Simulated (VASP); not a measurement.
# ZrB3 (P6_3/mcm) in VASP: relaxation of cell and atoms with PBE

Aim: the relaxation of cell and atoms of ZrB3 with PBE.

All numbers are computed with VASP 6.6.1; they aren't measurements. Logs are shortened: lines on timing, memory, paths and dates and some standing lists are left out, and cuts for length are marked.

## 1. The cell of the first run

Symmetry: P6_3/mcm, No. 193, hexagonal system. The conventional cell has a = 4.577 Å, b = 4.577 Å, c = 4.135 Å, α = 90.00°, β = 90.00°, γ = 120.00°. Zr (site symmetry -3m) has 6 B at 1.76 Å and 2 Zr at 2.07 Å within 2.3 Å. B (site symmetry m2m) has 2 Zr at 1.76 Å within 2.3 Å.

## 2. Relaxation of cell and atoms, PBE

Input file INCAR:

```
SYSTEM = ZrB3
PREC = Accurate ; ENCUT = 500
EDIFF = 1E-7 ; ISMEAR = 0
SIGMA = 0.1 ; LREAL = .False.
LASPH = .True. ; NELM = 120
ALGO = Normal ; ISIF = 3
LWAVE = .False. ; LCHARG = .False.
GGA = PE ; IBRION = 2
NSW = 90 ; EDIFFG = -0.04
GGA_COMPAT = .False. ; NELMIN = 4
```

Input file KPOINTS:

```
Automatic mesh
0
Gamma
  6 6 4
  0 0 0
```

Input file POSCAR:

```
ZrB3
1.0
    4.5766734706      0.0000000000      0.0000000000
   -2.2883367353      3.9635154903      0.0000000000
    0.0000000000      0.0000000000      4.1345544708
Zr B
2 6
Direct
    0.0000000000      0.0000000000      0.0000000000
    0.0000000000      0.0000000000      0.5000000000
    0.3115000000      0.3115000000      0.2500000000
    0.0000000000      0.3115000000      0.7500000000
    0.6885000000      0.0000000000      0.2500000000
    0.6885000000      0.6885000000      0.7500000000
    0.0000000000      0.6885000000      0.2500000000
    0.3115000000      0.0000000000      0.7500000000
```

Potentials or basis: VASP PAW PBE potentials, release 64 (Zr_sv, B).

Started as:

```
> cat potpaw_PBE.64/Zr_sv/POTCAR potpaw_PBE.64/B/POTCAR > POTCAR
> mpirun -np 1 vasp_std > vasp.out
```

OUTCAR:

```text
SYSTEM = ZrB3
   PREC = Accurate
   ENCUT = 500
   EDIFF = 1E-7
   ISMEAR = 0
   LREAL = .False.
   LASPH = .True.
   NELM = 120
   ISIF = 3
   GGA = PE
   IBRION = 2
   NSW = 90
   EDIFFG = -0.04
   NELMIN = 4

 ion  position               nearest neighbor table
   1  0.000  0.000  0.000-   3 1.76   4 1.76   6 1.76   7 1.76   5 1.76   8 1.76   2 2.07   2 2.07

   2  0.000  0.000  0.500-   3 1.76   4 1.76   6 1.76   7 1.76   5 1.76   8 1.76   1 2.07   1 2.07

   3  0.312  0.312  0.250-   1 1.76   2 1.76
   4  0.000  0.312  0.750-   1 1.76   2 1.76
   5  0.688  0.000  0.250-   1 1.76   2 1.76
   6  0.688  0.688  0.750-   1 1.76   2 1.76
   7  0.000  0.688  0.250-   1 1.76   2 1.76
   8  0.312  0.000  0.750-   1 1.76   2 1.76

  LATTYP: Found a hexagonal cell.
 ALAT       =     4.5766734706
 C/A-ratio  =     0.9033973032

  Lattice vectors:

 A1 = (   4.5766734706,   0.0000000000,   0.0000000000)
 A2 = (  -2.2883367353,   3.9635154903,   0.0000000000)
 A3 = (   0.0000000000,   0.0000000000,   4.1345544708)

Analysis of symmetry for initial positions (statically):
=====================================================================
 Subroutine PRICEL returns:
 Original cell was already a primitive cell.

 Routine SETGRP: Setting up the symmetry group for a
 hexagonal supercell.

 Subroutine GETGRP returns: Found 24 space group operations
 (whereof 12 operations were pure point group operations)
 out of a pool of 24 trial point group operations.

The static configuration has the point symmetry D_3d.
 The point group associated with its full space group is D_6h.

Analysis of symmetry for dynamics (positions and initial velocities):
=====================================================================
 Subroutine PRICEL returns:
 Original cell was already a primitive cell.

 Routine SETGRP: Setting up the symmetry group for a
 hexagonal supercell.

 Subroutine GETGRP returns: Found 24 space group operations
 (whereof 12 operations were pure point group operations)
 out of a pool of 24 trial point group operations.

The dynamic configuration has the point symmetry D_3d.
 The point group associated with its full space group is D_6h.

 Subroutine INISYM returns: Found 24 space group operations
 (whereof 12 operations are pure point group operations),
 and found     1 'primitive' translations

----------------------------------------------------------------------------------------

[... 92 lines left out ...]
   ISTART =      0    job   : 0-new  1-cont  2-samecut
   ICHARG =      2    charge: 1-file 2-atom 10-const
   ISPIN  =      1    spin polarized calculation?
   LNONCOLLINEAR =      F non collinear calculations
   LSORBIT =      F    spin-orbit coupling
   LASPH  =      T    aspherical Exc in radial PAW
   ENCUT  =  500.0 eV  36.75 Ry    6.06 a.u.   8.34  8.34  7.54*2*pi/ulx,y,z
   NELM   =    120;   NELMIN=  4; NELMDL= -5     # of ELM steps
   EDIFF  = 0.1E-06   stopping-criterion for ELM
   LREAL  =      F    real-space projection
   EDIFFG = -.4E-01   stopping-criterion for IOM
   NSW    =     90    number of steps for IOM
   IBRION =      2    ionic relax: 0-MD 1-quasi-New 2-CG
   NFREE  =      1    steps in history (QN), initial steepest desc. (CG)
   ISIF   =      3    stress and relaxation
   ISYM   =      2    0-nonsym 1-usesym 2-fastsym
   POTIM  = 0.5000    time-step for ionic-motion
   TEBEG  =    0.0;   TEEND  =   0.0 temperature during run
   PSTRESS=    0.0 pullay stress
   NELECT =      42.0000    total number of electrons
   NUPDOWN=      -1.0000    fix difference up-down
   EMIN   =  10.00;   EMAX   =-10.00  energy-range for DOS
   EFERMI =   0.00;   METHOD = LEGACY
   ISMEAR =     0;   SIGMA  =   0.10  broadening in eV -4-tet -1-fermi 0-gaus
   EFERMI_NEDOS =   21; number of points for ismear=-14 and -15
   IALGO  =     38    algorithm
   IMIX   =      4    mixing-type and parameters
     AMIX     =   0.40;   BMIX     =  1.00
     AMIX_MAG =   1.60;   BMIX_MAG =  1.00
  volume/ion in A,a.u.               =       9.37        63.27
  Fermi-wavevector in a.u.,A,eV,Ry     =   1.349392  2.549981 24.774295  1.820859
  Thomas-Fermi vector in A             =   2.476983
   LORBIT       =      0    0 simple, 1 ext, 2 COOP (PROOUT), +10 PAW based schemes
   GGA     = PE    functional components
   LHFCALC =     F    Hartree Fock is set to
   AEXX    =    0.0000 exact exchange contribution
   IVDW    =     0    specifies the selected vdW correction
   LEPSILON=     F    determine dielectric tensor
   LRPA    =     F    only Hartree local field effects (RPA)
 conjugate gradient relaxation of ions
 non-spin polarized calculation
 Gauss-broadening in eV      SIGMA  =   0.10
  energy-cutoff  :      500.00
  volume of cell :       75.00
 maximum number of plane-waves:      1941
 NGX is ok and might be reduce to    36
   NGX = 17   NGY = 17   NGZ = 15

--------------------------------------- Ionic step        1  -------------------------------------------

 number of electron      41.9999999 magnetization

 Free energy of the ion-electron system (eV)
  ---------------------------------------------------
  ext. energy  EPLUGINS =         0.00000000
  ---------------------------------------------------
  free energy    TOTEN  =        -5.99431123 eV

  energy without entropy =       -5.97007278  energy(sigma->0) =       -5.98219200

------------------------ aborting loop because EDIFF is reached ----------------------------------------

  FORCE on cell =-STRESS in cart. coord.  units (eV):
  Direction    XX          YY          ZZ          XY          YZ          ZX
  --------------------------------------------------------------------------------------
  -------------------------------------------------------------------------------------
  Total       53.8718717     53.8718717    131.3166667      0.0000000      0.0000000      0.0000000
  in kB     1150.8360060   1150.8360060   2805.2477755      0.0000000      0.0000000      0.0000000
  external PRESSURE =    1702.3065958 kB  Pullay stress =       0.0000000 kB
[... 1958 lines left out ...]
     25      12.2337      0.00000
     26      12.2337      0.00000

[... ionic steps 4 to 23 ...]

--------------------------------------- Ionic step       24  -------------------------------------------

 number of electron      42.0000011 magnetization

------------------------ aborting loop because EDIFF is reached ----------------------------------------
[... 79 lines left out ...]
--------------------------------------- Ionic step       26  -------------------------------------------

 number of electron      42.0000010 magnetization

 Free energy of the ion-electron system (eV)
  ---------------------------------------------------
  ext. energy  EPLUGINS =         0.00000000
  ---------------------------------------------------
  free energy    TOTEN  =       -58.27270940 eV

  energy without entropy =      -58.25791256  energy(sigma->0) =      -58.26531098

 E-fermi :   9.8636     XC(G=0): -12.1324

 val. band max:        9.7964524623   @ k =   0.1667   0.1667   0.2500
 cond. band min:       9.8641730495   @ k =   0.3333   0.0000   0.2500
 fundamental gap:      0.0677205872
 Fermi energy:         9.8636369754
[... 642 lines left out ...]
  FREE ENERGIE OF THE ION-ELECTRON SYSTEM (eV)
  ---------------------------------------------------
  free  energy   TOTEN  =       -58.2727094029 eV

  energy  without entropy=      -58.2579125625  energy(sigma->0) =      -58.26531098

 reached required accuracy - stopping structural energy minimisation
```

OSZICAR:

```text
N       E                     dE             d eps       ncg     rms          rms(c)
DAV:   1     0.398311854674E+03    0.39831E+03   -0.22596E+04  1092   0.156E+03
[... 354 lines left out ...]
DAV:   1    -0.582739212846E+02   -0.31799E-02   -0.18927E-01  1092   0.316E+00    0.230E-01
DAV:   2    -0.582730324573E+02    0.88883E-03   -0.44546E-03  1316   0.364E-01    0.128E-01
DAV:   3    -0.582727126681E+02    0.31979E-03   -0.87903E-04  1274   0.187E-01    0.308E-02
DAV:   4    -0.582727093336E+02    0.33345E-05   -0.81579E-05  1500   0.502E-02    0.104E-02
DAV:   5    -0.582727091145E+02    0.21910E-06   -0.42188E-06  1318   0.116E-02    0.579E-03
DAV:   6    -0.582727094269E+02   -0.31248E-06   -0.75676E-07  1286   0.559E-03    0.804E-04
DAV:   7    -0.582727094029E+02    0.24039E-07   -0.90760E-08   700   0.157E-03
  26 F= -.58272709E+02 E0= -.58265311E+02  d E =-.398384E-02
```

CONTCAR:

```text
ZrB3
   1.00000000000000
     3.6059330271922798   -0.0000000000000000    0.0000000000000000
    -1.8029665135961399    3.1228296059105070   -0.0000000000000000
     0.0000000000000000    0.0000000000000000    6.9355862065652980
  Zr              B
     2     6
Direct
     0.0000000000000000    0.0000000000000000    0.0000000000000000
     0.0000000000000000    0.0000000000000000    0.5000000000000000
     0.4999920898836498    0.4999920898850882    0.2500000000000000
     0.0000000000014385    0.4999920898850881    0.7500000000000000
     0.5000079101177886    0.0000000000000000    0.2500000000000000
     0.5000079101163499    0.5000079101149114    0.7500000000000000
     0.9999999999985614    0.5000079101149113    0.2500000000000000
     0.4999920898822114    0.0000000000000000    0.7500000000000000

  0.00000000E+00  0.00000000E+00  0.00000000E+00
  0.00000000E+00  0.00000000E+00  0.00000000E+00
  0.00000000E+00  0.00000000E+00  0.00000000E+00
  0.00000000E+00  0.00000000E+00  0.00000000E+00
  0.00000000E+00  0.00000000E+00  0.00000000E+00
  0.00000000E+00  0.00000000E+00  0.00000000E+00
  0.00000000E+00  0.00000000E+00  0.00000000E+00
  0.00000000E+00  0.00000000E+00  0.00000000E+00
```

Wall time 8.1 min (1 thread of Intel Xeon 6975P-C (Granite Rapids), shared host); peak memory 0.21 GiB.

Results:

```yaml
Free_energy: -58.2727 eV
Relaxed_volume: 9.76 Å³/atom
Relaxed_cell: a = 3.606 Å, b = 3.606 Å, c = 6.936 Å, α = 90.00°, β = 90.00°, γ = 120.00°
Space_group_after_relaxing_to_0.1_Å: P6/mmm (No. 191)
Pressure_after_relaxing: -0.1 GPa
Band_gap_on_the_k_mesh: zero (bands 21 and 22 overlap by 3.63 eV)
```

Final structure:
```xyz
8
Lattice="3.6059 0.0000 0.0000 -1.8030 3.1228 0.0000 0.0000 0.0000 6.9356" Properties=species:S:1:pos:R:3 pbc="T T T"
Zr    0.0000    0.0000    0.0000
Zr    0.0000    0.0000    3.4678
B     0.9015    1.5614    1.7339
B    -0.9015    1.5614    5.2017
B     1.8030    0.0000    1.7339
B     0.9015    1.5614    5.2017
B     2.7044    1.5614    1.7339
B     1.8029    0.0000    5.2017
```

Caveat: the k points lie up to 0.34 Å⁻¹ apart in the final cell, too coarse for converged energies and pressures of a metal; a cell axis changed by over 15 % at a fixed basis, so the end point is rough.
